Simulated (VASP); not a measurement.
# Pt (P6_3/mmc) in VASP: notebook, part 2 of 2

VASP 6.6.1. The steps go on from the part before.

**4. Single point, LDA, collinear spin, ferromagnetic start**

This run uses another cell than the first one, of 12.85 Å³/atom, 0.951 times its volume.

INCAR reads:

```
SYSTEM = Pt
PREC = Accurate ; ENCUT = 520
EDIFF = 1E-6 ; ISMEAR = 0
SIGMA = 0.15 ; LREAL = .False.
LASPH = .True. ; NELM = 150
ALGO = Normal ; ISIF = 2
LWAVE = .False. ; LCHARG = .False.
ISPIN = 2 ; MAGMOM = 0.5 0.5
LORBIT = 11 ; NUPDOWN = 1.0
LMAXMIX = 4 ; GGA = CA
NBANDS = 21
```

KPOINTS reads:

```
Automatic mesh
0
Gamma
  21 21 10
  0 0 0
```

POSCAR reads:

```
Pt
1.0
    2.5804946569      0.0000000000      0.0000000000
   -1.2902473284      2.2347739272      0.0000000000
    0.0000000000      0.0000000000      4.4558335951
Pt
2
Direct
    0.6666666667      0.3333333333      0.7500000000
    0.3333333333      0.6666666667      0.2500000000
```

Potentials or basis: VASP PAW LDA potentials, release 64 (Pt).

Command:

```
cat potpaw_LDA.64/Pt/POTCAR > POTCAR
mpirun -np 1 vasp_std > vasp.out
```

OUTCAR:

```text
SYSTEM = Pt
   PREC = Accurate
   ENCUT = 520
   EDIFF = 1E-6
   ISMEAR = 0
   LREAL = .False.
   LASPH = .True.
   NELM = 150
   ISIF = 2
   ISPIN = 2
   LORBIT = 11
   NUPDOWN = 1.0
   GGA = CA

 ion  position               nearest neighbor table
   1  0.667  0.333  0.750-   2 2.68   2 2.68   2 2.68   2 2.68   2 2.68   2 2.68
   2  0.333  0.667  0.250-   1 2.68   1 2.68   1 2.68   1 2.68   1 2.68   1 2.68

  LATTYP: Found a hexagonal cell.
 ALAT       =     2.5804946569
 C/A-ratio  =     1.7267362221

  Lattice vectors:

 A1 = (   2.5804946569,   0.0000000000,   0.0000000000)
 A2 = (  -1.2902473284,   2.2347739272,   0.0000000000)
 A3 = (   0.0000000000,   0.0000000000,   4.4558335951)

Analysis of symmetry for initial positions (statically):
=====================================================================
 Subroutine PRICEL returns:
 Original cell was already a primitive cell.

 Routine SETGRP: Setting up the symmetry group for a
 hexagonal supercell.

 Subroutine GETGRP returns: Found 24 space group operations
 (whereof 12 operations were pure point group operations)
 out of a pool of 24 trial point group operations.

The static configuration has the point symmetry D_3d.
 The point group associated with its full space group is D_6h.

Analysis of symmetry for dynamics (positions and initial velocities):
=====================================================================
 Subroutine PRICEL returns:
 Original cell was already a primitive cell.

 Routine SETGRP: Setting up the symmetry group for a
 hexagonal supercell.

 Subroutine GETGRP returns: Found 24 space group operations
 (whereof 12 operations were pure point group operations)
 out of a pool of 24 trial point group operations.

The dynamic configuration has the point symmetry D_3d.
 The point group associated with its full space group is D_6h.

Analysis of structural, dynamic, and magnetic symmetry:
=====================================================================
 Subroutine PRICEL returns:
 Original cell was already a primitive cell.

 Routine SETGRP: Setting up the symmetry group for a
 hexagonal supercell.

 Subroutine GETGRP returns: Found 24 space group operations
 (whereof 12 operations were pure point group operations)
 out of a pool of 24 trial point group operations.

The overall configuration has the point symmetry D_3d.
 The point group associated with its full space group is D_6h.

 Subroutine INISYM returns: Found 24 space group operations
 (whereof 12 operations are pure point group operations),
 and found     1 'primitive' translations

----------------------------------------------------------------------------------------

                                     Primitive cell

  volume of cell :      25.6960

  direct lattice vectors                    reciprocal lattice vectors
     2.580494657  0.000000000  0.000000000     0.387522600  0.223736278  0.000000000
    -1.290247328  2.234773927  0.000000000     0.000000000  0.447472555  0.000000000
     0.000000000  0.000000000  4.455833595     0.000000000  0.000000000  0.224424898

  length of vectors
     2.580494657  2.580494657  4.455833595     0.447472555  0.447472555  0.224424898

  position of ions in fractional coordinates (direct lattice)
     0.666666667  0.333333333  0.750000000
     0.333333333  0.666666667  0.250000000

  ion indices of the primitive-cell ions
   primitive index   ion index
                 1           1
                 2           2

[... 67 lines left out ...]
   LSORBIT =      F    spin-orbit coupling
   LASPH  =      T    aspherical Exc in radial PAW
   ENCUT  =  520.0 eV  38.22 Ry    6.18 a.u.   4.80  4.80  8.28*2*pi/ulx,y,z
   NELM   =    150;   NELMIN=  2; NELMDL= -5     # of ELM steps
   EDIFF  = 0.1E-05   stopping-criterion for ELM
   LREAL  =      F    real-space projection
   EDIFFG = 0.1E-04   stopping-criterion for IOM
   NSW    =      0    number of steps for IOM
   IBRION =     -1    ionic relax: 0-MD 1-quasi-New 2-CG
   NFREE  =      0    steps in history (QN), initial steepest desc. (CG)
   ISIF   =      2    stress and relaxation
   ISYM   =      2    0-nonsym 1-usesym 2-fastsym
   POTIM  = 0.5000    time-step for ionic-motion
   TEBEG  =    0.0;   TEEND  =   0.0 temperature during run
   PSTRESS=    0.0 pullay stress
   NELECT =      20.0000    total number of electrons
   NUPDOWN=       1.0000    fix difference up-down
   EMIN   =  10.00;   EMAX   =-10.00  energy-range for DOS
   EFERMI =   0.00;   METHOD = LEGACY
   ISMEAR =     0;   SIGMA  =   0.15  broadening in eV -4-tet -1-fermi 0-gaus
   EFERMI_NEDOS =   21; number of points for ismear=-14 and -15
   IALGO  =     38    algorithm
   IMIX   =      4    mixing-type and parameters
     AMIX     =   0.40;   BMIX     =  1.00
     AMIX_MAG =   1.60;   BMIX_MAG =  1.00
  volume/ion in A,a.u.               =      12.85        86.70
  Fermi-wavevector in a.u.,A,eV,Ry     =   1.505901  2.845740 30.854432  2.267737
  Thomas-Fermi vector in A             =   2.616689
   LORBIT       =     11    0 simple, 1 ext, 2 COOP (PROOUT), +10 PAW based schemes
   GGA     = CA    functional components
   LHFCALC =     F    Hartree Fock is set to
   AEXX    =    0.0000 exact exchange contribution
   IVDW    =     0    specifies the selected vdW correction
   LEPSILON=     F    determine dielectric tensor
   LRPA    =     F    only Hartree local field effects (RPA)
 spin polarized calculation
 Gauss-broadening in eV      SIGMA  =   0.15
  energy-cutoff  :      520.00
  volume of cell :       25.70
 maximum number of plane-waves:       713
 NGX is ok and might be reduce to    20
   NGX =  9   NGY =  9   NGZ = 17

 number of electron      20.0000001 magnetization       1.0000000

 Free energy of the ion-electron system (eV)
  ---------------------------------------------------
  ext. energy  EPLUGINS =         0.00000000
  ---------------------------------------------------
  free energy    TOTEN  =       -14.06086063 eV

  energy without entropy =      -14.03618194  energy(sigma->0) =      -14.04852128

 E-fermi :  14.3324     XC(G=0): -14.6267

 val. band max:       14.8111861461   @ k =   0.2381  -0.0000   0.4000
 cond. band min:      14.3332623607   @ k =   0.2857   0.1429   0.0000
 fundamental gap:     -0.4779237854
 Fermi energy:        14.8183257710

 spin component 1

 k-point     1 :       0.0000    0.0000    0.0000
  band No.  band energies     occupation
      1       2.3255      1.00000
      2       5.0714      1.00000
      3       8.8987      1.00000
      4       9.6237      1.00000
      5       9.6237      1.00000
      6      10.1598      1.00000
[... 565 lines left out ...]
     20      37.6485      0.00000
     21      39.0322      0.00000

 [... further k-points ...]

 spin component 2

 k-point     1 :       0.0000    0.0000    0.0000
  band No.  band energies     occupation
      1       2.4451      1.00000
      2       5.2721      1.00000
      3       9.1809      1.00000
      4       9.8958      1.00000
      5       9.8958      1.00000
      6      10.4385      1.00000
[... 565 lines left out ...]
     20      37.7975      0.00000
     21      39.2011      0.00000

 [... further k-points ...]

------------------------ aborting loop because EDIFF is reached ----------------------------------------

  FORCE on cell =-STRESS in cart. coord.  units (eV):
  Direction    XX          YY          ZZ          XY          YZ          ZX
  --------------------------------------------------------------------------------------
  -------------------------------------------------------------------------------------
  Total       11.6996889     11.6996889      9.3043828      0.0000000      0.0000000      0.0000000
  in kB      729.4900519    729.4900519    580.1397577      0.0000000      0.0000000      0.0000000
  external PRESSURE =     679.7066205 kB  Pullay stress =       0.0000000 kB

 VOLUME and BASIS-vectors are now :
 -----------------------------------------------------------------------------
  energy-cutoff  :      520.00
  volume of cell :       25.70
      direct lattice vectors                 reciprocal lattice vectors
     2.580494657  0.000000000  0.000000000     0.387522600  0.223736278  0.000000000
    -1.290247328  2.234773927  0.000000000     0.000000000  0.447472555  0.000000000
     0.000000000  0.000000000  4.455833595     0.000000000  0.000000000  0.224424898

 POSITION                                       TOTAL-FORCE (eV/Angst)
 -----------------------------------------------------------------------------------
      1.29025      0.74492      3.34188        -0.000000      0.000000      0.000000
     -0.00000      1.48985      1.11396         0.000000     -0.000000      0.000000
 -----------------------------------------------------------------------------------
    total drift:                               -0.000000      0.000000     -0.000000

  FREE ENERGIE OF THE ION-ELECTRON SYSTEM (eV)
  ---------------------------------------------------
  free  energy   TOTEN  =       -14.0608606280 eV

  energy  without entropy=      -14.0361819416  energy(sigma->0) =      -14.04852128

 total charge

# of ion       s       p       d       tot
------------------------------------------
    1        0.743   0.848   8.243   9.834
    2        0.743   0.848   8.243   9.834
--------------------------------------------------
tot          1.486   1.696  16.486  19.668

 magnetization (x)

# of ion       s       p       d       tot
------------------------------------------
    1        0.005   0.005   0.477   0.487
    2        0.005   0.005   0.477   0.487
--------------------------------------------------
tot          0.010   0.010   0.953   0.974
```

Run time: 2.5 min. Hardware: 1 thread of Oxide Virtual Turin-like, shared host; peak memory 0.27 GiB.

What came out:

- Free energy: -14.0609 eV
- Pressure: 68.0 GPa
- Net moment: 1.00 μB per cell
- Site moments: Pt +0.49 μB
- Valence electrons inside the program's atomic spheres: Pt 9.83

Caveat: spin-orbit coupling is left out, which moves the levels of the heavy elements; the total moment is fixed, so each spin has its own Fermi level.

**5. The runs side by side**

| fixed moment (μB) | cell | pressure (GPa) | moment (μB) |
| --- | --- | --- | --- |
| 1.0 | a = 2.624, b = 2.624, c = 4.532 Å, angles 90.0, 90.0, 120.0°, 2 atoms | 39.7 | 1.00 |
| 0.8 | a = 2.580, b = 2.580, c = 4.456 Å, angles 90.0, 90.0, 120.0°, 2 atoms | 67.3 | 0.80 |
| 1.0 | a = 2.580, b = 2.580, c = 4.456 Å, angles 90.0, 90.0, 120.0°, 2 atoms | 68.0 | 1.00 |

Alike in all rows: task single point; level LDA; potentials or basis VASP PAW LDA potentials, release 64 (Pt); spin collinear, ferromagnetic start; k mesh 21 × 21 × 10; cutoff (eV) 520; smearing gaussian 0.15 eV.

Caveats: spin-orbit coupling is left out, which moves the levels of the heavy elements; the total moment is fixed, so each spin has its own Fermi level.

Total energies depend on the potentials used, so only differences within one code and one set of settings carry meaning.
